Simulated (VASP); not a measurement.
# H in VASP: a series of runs, part 2 of 3

VASP 6.6.1. Earlier steps stand in the parts before.

## (3) Single point, LDA

The input, INCAR:

```
ALGO = Normal
EDIFF = 1E-6
ENCUT = 520
GGA = CA
ISIF = 2
ISMEAR = -1
LASPH = T
LCHARG = F
LREAL = Auto
LWAVE = F
NBANDS = 26
NELM = 80
PREC = Accurate
SIGMA = 0.05
```

The input, KPOINTS:

```
k-points
0
Gamma
  1 1 1
```

The input, POSCAR:

```
H
1.0
    6.6943300000      0.0000000000      0.0000000000
    0.0000000000      6.6943300000      0.0000000000
    0.0000000000      0.0000000000      6.6943300000
H
20
Direct
    0.9179111278      0.5016633479      0.4255242870
    0.8627599775      0.5056069838      0.5261616921
    0.5239209899      0.6442915124      0.2807898625
    0.6041680049      0.6712396909      0.3556741302
    0.0957526743      0.3568990474      0.0290693766
    0.0227207204      0.3997562116      0.1042972187
    0.6803369419     -0.0589155300      0.2092517100
    0.6403777525      0.0136384074      0.2899319275
    0.3787384249      0.9161185660      0.5283127662
    0.4611514520      0.9727336418      0.4721010168
    0.0602898274      0.7656628819      0.8155707890
   -0.0480854693      0.7882342221      0.7978841796
    0.6325801088      0.2902904398      0.1746104539
    0.5906042875      0.3893742914      0.2157049324
    0.6934973328      0.7108254299      0.9046760467
    0.6564062423      0.6299360802      0.8301353534
    0.1144849447      0.2661954221      0.4510832301
    0.1262561003      0.1439427097      0.4501570732
    0.3186427917      0.4547878578      0.6864167138
    0.3687299551      0.5409204506      0.7673956916
```

Potentials or basis: VASP PAW LDA potentials, release 64 (H).

Launch:

```
$ cat potpaw_LDA.64/H/POTCAR > POTCAR
$ mpirun -np 1 vasp_gam > vasp.out
```

OUTCAR:

```text
EDIFF = 1E-6
   ENCUT = 520
   GGA = CA
   ISIF = 2
   ISMEAR = -1
   LASPH = T
   LREAL = Auto
   NELM = 80
   PREC = Accurate

 ion  position               nearest neighbor table
   1  0.918  0.502  0.426-   2 0.77
   2  0.863  0.506  0.526-   1 0.77
   3  0.524  0.644  0.281-   4 0.76
   4  0.604  0.671  0.356-   3 0.76
   5  0.096  0.357  0.029-   6 0.76
   6  0.023  0.400  0.104-   5 0.76
[... 12 lines left out ...]
  19  0.319  0.455  0.686-  20 0.86
  20  0.369  0.541  0.767-  19 0.86

  LATTYP: Found a simple cubic cell.
 ALAT       =     6.6943300000

  Lattice vectors:

 A1 = (   6.6943300000,   0.0000000000,   0.0000000000)
 A2 = (   0.0000000000,   6.6943300000,   0.0000000000)
 A3 = (   0.0000000000,   0.0000000000,   6.6943300000)

Analysis of symmetry for initial positions (statically):
=====================================================================
 Subroutine PRICEL returns:
 Original cell was already a primitive cell.

 Routine SETGRP: Setting up the symmetry group for a
 simple cubic supercell.

 Subroutine GETGRP returns: Found  1 space group operations
 (whereof  1 operations were pure point group operations)
 out of a pool of 48 trial point group operations.

The static configuration has the point symmetry C_1 .

Analysis of symmetry for dynamics (positions and initial velocities):
=====================================================================
 Subroutine PRICEL returns:
 Original cell was already a primitive cell.

 Routine SETGRP: Setting up the symmetry group for a
 simple cubic supercell.

 Subroutine GETGRP returns: Found  1 space group operations
 (whereof  1 operations were pure point group operations)
 out of a pool of 48 trial point group operations.

The dynamic configuration has the point symmetry C_1 .

 Subroutine INISYM returns: Found  1 space group operations
 (whereof  1 operations are pure point group operations),
 and found     1 'primitive' translations

----------------------------------------------------------------------------------------

                                     Primitive cell

  volume of cell :     300.0001

  direct lattice vectors                    reciprocal lattice vectors
     6.694330000  0.000000000  0.000000000     0.149380147  0.000000000  0.000000000
     0.000000000  6.694330000  0.000000000     0.000000000  0.149380147  0.000000000
     0.000000000  0.000000000  6.694330000     0.000000000  0.000000000  0.149380147

  length of vectors
     6.694330000  6.694330000  6.694330000     0.149380147  0.149380147  0.149380147

  position of ions in fractional coordinates (direct lattice)
     0.917911128  0.501663348  0.425524287
     0.862759977  0.505606984  0.526161692
     0.523920990  0.644291512  0.280789863
     0.604168005  0.671239691  0.355674130
     0.095752674  0.356899047  0.029069377
     0.022720720  0.399756212  0.104297219
[... 12 lines left out ...]
     0.318642792  0.454787858  0.686416714
     0.368729955  0.540920451  0.767395692

  ion indices of the primitive-cell ions
   primitive index   ion index
                 1           1
                 2           2
                 3           3
                 4           4
                 5           5
                 6           6
[... 12 lines left out ...]
                19          19
                20          20

----------------------------------------------------------------------------------------

 KPOINTS: k-points

Automatic generation of k-mesh.
 Grid dimensions read from file:
 generate k-points for:    1    1    1

 Generating k-lattice:

  Cartesian coordinates                     Fractional coordinates (reciprocal lattice)
     0.149380147  0.000000000  0.000000000     1.000000000  0.000000000  0.000000000
     0.000000000  0.149380147  0.000000000     0.000000000  1.000000000  0.000000000
     0.000000000  0.000000000  0.149380147     0.000000000  0.000000000  1.000000000

  Length of vectors
     0.149380147  0.149380147  0.149380147

  Shift w.r.t. Gamma in fractional coordinates (k-lattice)
     0.000000000  0.000000000  0.000000000

 Subroutine IBZKPT returns following result:
 ===========================================

 Found      1 irreducible k-points:

 Following reciprocal coordinates:
            Coordinates               Weight
  0.000000  0.000000  0.000000      1.000000
   k-points           NKPTS =      1   k-points in BZ     NKDIM =      1   number of bands    NBANDS=     26
   number of dos      NEDOS =    301   number of ions     NIONS =     20
   total plane-waves  NPLWV = 125000
   dimension x,y,z NGX =    50 NGY =   50 NGZ =   50
   dimension x,y,z NGXF=   100 NGYF=  100 NGZF=  100
   ions per type =              20
   NGX,Y,Z   is equivalent  to a cutoff of  12.42, 12.42, 12.42 a.u.
   NGXF,Y,Z  is equivalent  to a cutoff of  24.83, 24.83, 24.83 a.u.
 SYSTEM =  unknown system
   PREC   = accura    normal or accurate (medium, high low for compatibility)
   ISTART =      0    job   : 0-new  1-cont  2-samecut
   ICHARG =      2    charge: 1-file 2-atom 10-const
   ISPIN  =      1    spin polarized calculation?
   LNONCOLLINEAR =      F non collinear calculations
   LSORBIT =      F    spin-orbit coupling
   LASPH  =      T    aspherical Exc in radial PAW
   ENCUT  =  520.0 eV  38.22 Ry    6.18 a.u.  12.45 12.45 12.45*2*pi/ulx,y,z
   NELM   =     80;   NELMIN=  2; NELMDL= -5     # of ELM steps
   EDIFF  = 0.1E-05   stopping-criterion for ELM
   LREAL  =      T    real-space projection
   EDIFFG = 0.1E-04   stopping-criterion for IOM
   NSW    =      0    number of steps for IOM
   IBRION =     -1    ionic relax: 0-MD 1-quasi-New 2-CG
   NFREE  =      0    steps in history (QN), initial steepest desc. (CG)
   ISIF   =      2    stress and relaxation
   ISYM   =      2    0-nonsym 1-usesym 2-fastsym
   POTIM  = 0.5000    time-step for ionic-motion
   TEBEG  =    0.0;   TEEND  =   0.0 temperature during run
   PSTRESS=    0.0 pullay stress
   NELECT =      20.0000    total number of electrons
   NUPDOWN=      -1.0000    fix difference up-down
   EMIN   =  10.00;   EMAX   =-10.00  energy-range for DOS
   EFERMI =   0.00;   METHOD = LEGACY
   ISMEAR =    -1;   SIGMA  =   0.05  broadening in eV -4-tet -1-fermi 0-gaus
   EFERMI_NEDOS =   21; number of points for ismear=-14 and -15
   IALGO  =     38    algorithm
   IMIX   =      4    mixing-type and parameters
     AMIX     =   0.40;   BMIX     =  1.00
     AMIX_MAG =   1.60;   BMIX_MAG =  1.00
  volume/ion in A,a.u.               =      15.00       101.23
  Fermi-wavevector in a.u.,A,eV,Ry     =   0.663811  1.254421  5.995338  0.440645
  Thomas-Fermi vector in A             =   1.737305
   LORBIT       =      0    0 simple, 1 ext, 2 COOP (PROOUT), +10 PAW based schemes
   GGA     = CA    functional components
   LHFCALC =     F    Hartree Fock is set to
   AEXX    =    0.0000 exact exchange contribution
   IVDW    =     0    specifies the selected vdW correction
   LEPSILON=     F    determine dielectric tensor
   LRPA    =     F    only Hartree local field effects (RPA)
 non-spin polarized calculation
  energy-cutoff  :      520.00
  volume of cell :      300.00
 maximum number of plane-waves:      4061
 NGX is ok and might be reduce to    50
   NGX = 25   NGY = 25   NGZ = 25

 number of electron      19.9999999 magnetization

 Free energy of the ion-electron system (eV)
  ---------------------------------------------------
  ext. energy  EPLUGINS =         0.00000000
  ---------------------------------------------------
  free energy    TOTEN  =       -67.24212864 eV

  energy without entropy =      -67.24212864  energy(sigma->0) =      -67.24212864

 E-fermi :  -6.7333     XC(G=0):  -4.9692

 val. band max:       -7.9747054532   @ k =   0.0000   0.0000   0.0000
 cond. band min:      -0.1219955349   @ k =   0.0000   0.0000   0.0000
 fundamental gap:      7.8527099183
 Fermi energy:        -6.7333154828

 k-point     1 :       0.0000    0.0000    0.0000
  band No.  band energies     occupation
      1     -11.0769      2.00000
      2     -10.0981      2.00000
      3      -9.6417      2.00000
      4      -9.3719      2.00000
      5      -8.9876      2.00000
      6      -8.8010      2.00000
[... 14 lines left out ...]
     21       2.8649      0.00000
     22       2.9828      0.00000
 [bands above 22 left out]

------------------------ aborting loop because EDIFF is reached ----------------------------------------

  FORCE on cell =-STRESS in cart. coord.  units (eV):
  Direction    XX          YY          ZZ          XY          YZ          ZX
  --------------------------------------------------------------------------------------
  -------------------------------------------------------------------------------------
  Total        0.6342166     -1.9231448     -0.9524865     -0.6089261     -0.7095789     -0.5070535
  in kB        3.3870905    -10.2707276     -5.0868396     -3.2520244     -3.7895697     -2.7079650
  external PRESSURE =      -3.9901589 kB  Pullay stress =       0.0000000 kB

 VOLUME and BASIS-vectors are now :
 -----------------------------------------------------------------------------
  energy-cutoff  :      520.00
  volume of cell :      300.00
      direct lattice vectors                 reciprocal lattice vectors
     6.694330000  0.000000000  0.000000000     0.149380147  0.000000000  0.000000000
     0.000000000  6.694330000  0.000000000     0.000000000  0.149380147  0.000000000
     0.000000000  0.000000000  6.694330000     0.000000000  0.000000000  0.149380147

 POSITION                                       TOTAL-FORCE (eV/Angst)
 -----------------------------------------------------------------------------------
      6.14480      3.35830      2.84860        -0.060467      0.017268      0.013386
      5.77560      3.38470      3.52230        -0.000467      0.055001      0.012010
      3.50730      4.31310      1.87970        -0.283553     -0.140334     -0.274905
      4.04450      4.49350      2.38100         0.263802      0.110896      0.206789
      0.64100      2.38920      0.19460         0.205128     -0.070390     -0.199095
      0.15210      2.67610      0.69820        -0.217336      0.118966      0.193196
[... 12 lines left out ...]
      2.13310      3.04450      4.59510         0.785993      1.439130      1.337007
      2.46840      3.62110      5.13720        -0.834002     -1.415599     -1.336534
 -----------------------------------------------------------------------------------
    total drift:                                0.000474      0.000265     -0.000883

  FREE ENERGIE OF THE ION-ELECTRON SYSTEM (eV)
  ---------------------------------------------------
  free  energy   TOTEN  =       -67.2421286398 eV

  energy  without entropy=      -67.2421286398  energy(sigma->0) =      -67.24212864
```

Wall time 8.4 s (1 thread of Intel Xeon Platinum 8375C at 2.90GHz (Ice Lake), shared host); peak memory 0.23 GiB.

What came out:

```
Free energy            : -67.2421 eV
Pressure               : -0.4 GPa
Largest force          : 2.118 eV/Å
Band gap on the k mesh : 7.85 eV
```

Forces on the atoms (eV/Å):
```
H   -0.060  0.017  0.013
H    0.000  0.055  0.012
H   -0.284 -0.140 -0.275
H    0.264  0.111  0.207
H    0.205 -0.070 -0.199
H   -0.217  0.119  0.193
H    0.020  0.048  0.061
H    0.155  0.051 -0.231
H   -0.047 -0.004  0.099
H   -0.085 -0.004  0.080
H    0.660 -0.122  0.050
H   -0.479  0.123 -0.114
H   -0.009 -0.129  0.015
H    0.024  0.022  0.016
H   -0.137 -0.203 -0.133
H   -0.023  0.140  0.188
H    0.136 -1.488 -0.002
H   -0.074  1.453  0.019
H    0.786  1.439  1.337
H   -0.834 -1.416 -1.337
```

Levels at points of the mesh, in eV from the valence-band top:
```
           k point  band 7  band 8  band 9  band 10  band 11  band 12  band 13  band 14
(0.00, 0.00, 0.00)   -0.51   -0.41   -0.27     0.00     7.85     8.44     8.64     8.75
```

Caveat: the k points lie up to 0.94 Å⁻¹ apart.

## (4) Single point, LDA

This run uses another cell than the first one, of 15.11 Å³/atom, 1.007 times its volume.

The input, INCAR:

```
SYSTEM = H
PREC     = Accurate       ! precision mode
ENCUT    = 520            ! plane-wave cutoff, eV
EDIFF    = 1E-6           ! SCF threshold, eV
ISMEAR   = -1             ! smearing method
SIGMA    = 0.05           ! smearing width, eV
LREAL    = Auto         
LASPH    = .True.         ! aspherical terms in the spheres
NELM     = 60             ! most SCF steps
ALGO     = Normal         ! electronic algorithm
ISIF     = 2              ! what is computed and relaxed
LWAVE    = .False.        ! write WAVECAR
LCHARG   = .False.        ! write CHGCAR
GGA      = CA             ! functional
NBANDS   = 26             ! bands
```

The input, KPOINTS:

```
regular mesh
0
Gamma
  1 1 1
  0 0 0
```

The input, POSCAR:

```
H
1.0
    6.7101230000      0.0000000000      0.0000000000
    0.0000000000      6.7101230000      0.0000000000
    0.0000000000      0.0000000000      6.7101230000
H
20
Direct
    0.8532183389      0.4511988826      0.7293457959
    0.8153799863      0.5374268102      0.6633857531
    0.5731042486      0.7037277856      0.2794285589
    0.4836424012      0.6614334789      0.2347348923
    0.0481213236      0.1967475112      0.1090442008
   -0.0059611426      0.2623349825      0.0356178270
    0.6402714227     -0.0527561119      0.1255565658
    0.6655466673     -0.0305806615     -0.0001639314
    0.3882939255      0.9068239137      0.5180679996
    0.3814386115      0.8616235500      0.6200482465
    0.0915482473      0.7731899996      0.6739220727
    0.1061232410      0.7526389606      0.7886144561
    0.6473949881      0.4046125533     -0.0434120209
    0.5686631974      0.3687115721      0.0496712206
    0.7087947568      0.9010565082      0.7088543682
    0.7526687663      0.8026529469      0.6845627122
    0.1647659812      0.2633483768      0.5718375058
    0.1617854099      0.1438423707      0.5875898251
    0.4860715668      0.4740151559      0.6670071473
    0.3888602340      0.5131202513      0.6065313557
```

Launch:

```
$ cat potpaw_LDA.64/H/POTCAR > POTCAR
$ mpirun -np 1 vasp_gam > vasp.out
```

Run time: 8.6 s. Hardware: 1 thread of Intel Xeon Platinum 8375C at 2.90GHz (Ice Lake), shared host; peak memory 0.23 GiB.

Results (log left out):

```yaml
Free_energy: -67.0129 eV
Pressure: -0.6 GPa
Largest_force: 2.523 eV/Å
Band_gap_on_the_k_mesh: 7.40 eV
```

Forces on the atoms (eV/Å):
```
H    0.001  0.013 -0.076
H    0.032 -0.169  0.066
H    1.158  0.513  0.650
H   -1.165 -0.627 -0.558
H    0.193 -0.245  0.265
H   -0.218  0.245 -0.275
H    0.468  0.458 -2.436
H   -0.448 -0.344  2.396
H    0.082  0.277 -0.553
H   -0.014 -0.230  0.486
H    0.083 -0.107  0.648
H   -0.118  0.082 -0.589
H   -1.319 -0.589  1.520
H    1.307  0.592 -1.541
H   -0.390  0.818  0.147
H    0.397 -0.755 -0.186
H   -0.029 -1.087  0.162
H    0.027  1.101 -0.146
H   -0.995  0.405 -0.582
H    0.947 -0.349  0.600
```

Stress tensor (GPa, compression positive):
```
-0.18  0.03  0.49
 0.03  0.05  0.50
 0.49  0.50 -1.57
```

Levels at points of the mesh, in eV from the valence-band top:
```csv
k point,band 6,band 7,band 8,band 9,band 10,band 11,band 12,band 13,band 14,band 15
"(0.00, 0.00, 0.00)",-0.92,-0.66,-0.46,-0.42,0.00,7.40,8.03,8.47,8.53,9.10
```

Caveat: the k points lie up to 0.94 Å⁻¹ apart.

## (5) Single point, LDA

This run uses another cell than the first one, of 16.33 Å³/atom, 1.089 times its volume.

The input, INCAR:

```
SYSTEM = H
  PREC = Accurate
  ENCUT = 520
  EDIFF = 1E-6
  ISMEAR = -1
  SIGMA = 0.05
  LREAL = Auto
  LASPH = .TRUE.
  NELM = 80
  ALGO = Normal
  ISIF = 2
  LWAVE = .FALSE.
  LCHARG = .TRUE.
  GGA = CA
  LELF = .TRUE.
  LVHAR = .TRUE.
  NBANDS = 26
```

The input, KPOINTS:

```
regular mesh
0
G
  1 1 1
  0 0 0
```

The input, POSCAR:

```
H
1.0
    6.8864790000      0.0000000000      0.0000000000
    0.0000000000      6.8864790000      0.0000000000
    0.0000000000      0.0000000000      6.8864790000
H
20
Direct
    0.9777129938      0.3859592108      0.9264240841
    0.9119319176      0.3537511695      0.8452650476
    0.3921016822      0.5682439459      0.1894001274
    0.2859806877      0.5293125848      0.2229005563
   -0.1433824165      0.0859945990      0.1397956779
   -0.0291005026      0.0739855592      0.1756630638
    0.4578682372     -0.1242144208     -0.0309301749
    0.4930386051     -0.0227256919      0.0257896670
    0.3721640624      0.9841023257      0.5736893992
    0.4695142467      1.0084108294      0.5293706697
    0.1661371508      0.7535200499      0.8625307650
    0.2380606984      0.6989203046      0.7996684518
    0.4576068554      0.3499030491     -0.0371888159
    0.5303435907      0.2582451787     -0.0450593112
    0.8361602497      0.8120260005      0.4073779939
    0.9079531064      0.7743434635      0.4904102663
    0.2536274343      0.3025784294      0.6682369902
    0.2853853181      0.3310545200      0.5728036054
    0.5280637609      0.5839994575      0.6137969781
    0.5884574686      0.6567216716      0.6626172824
```

Launch:

```
$ cat potpaw_LDA.64/H/POTCAR > POTCAR
$ mpirun -np 1 vasp_gam > vasp.out
```

Wall time 14 s (1 thread of Intel Xeon Platinum 8375C at 2.90GHz (Ice Lake), shared host); peak memory 0.25 GiB.

It converged, with:

```yaml
Free_energy: -67.1664 eV
Pressure: -0.6 GPa
Largest_force: 1.807 eV/Å
Band_gap_on_the_k_mesh: 8.00 eV
```

Forces in eV/Å, atoms in the order of the input:
```
H    0.282  0.154  0.338
H   -0.286 -0.112 -0.370
H   -1.068 -0.370  0.339
H    1.061  0.403 -0.327
H    1.553 -0.157  0.476
H   -1.574  0.142 -0.472
H    0.511  1.454  0.842
H   -0.482 -1.495 -0.819
H   -0.307 -0.115  0.154
H    0.341  0.024 -0.143
H   -0.245  0.172  0.211
H    0.261 -0.223 -0.254
H    0.701 -0.834 -0.067
H   -0.680  0.864  0.030
H    0.584 -0.290  0.661
H   -0.567  0.281 -0.636
H   -0.557 -0.419  1.646
H    0.531  0.540 -1.641
H   -0.773 -0.917 -0.554
H    0.714  0.896  0.589
```

Stress tensor (GPa, compression positive):
```
-1.16  0.25 -0.40
 0.25 -0.62 -0.02
-0.40 -0.02  0.06
```

Levels at points of the mesh, in eV from the valence-band top:
```
           k point  band 6  band 7  band 8  band 9  band 10  band 11  band 12  band 13  band 14  band 15
(0.00, 0.00, 0.00)   -0.88   -0.70   -0.48   -0.32     0.00     8.00     8.29     8.73     9.18     9.40
```

Caveat: the k points lie up to 0.91 Å⁻¹ apart.

(Part 2 of 3 ends here.)
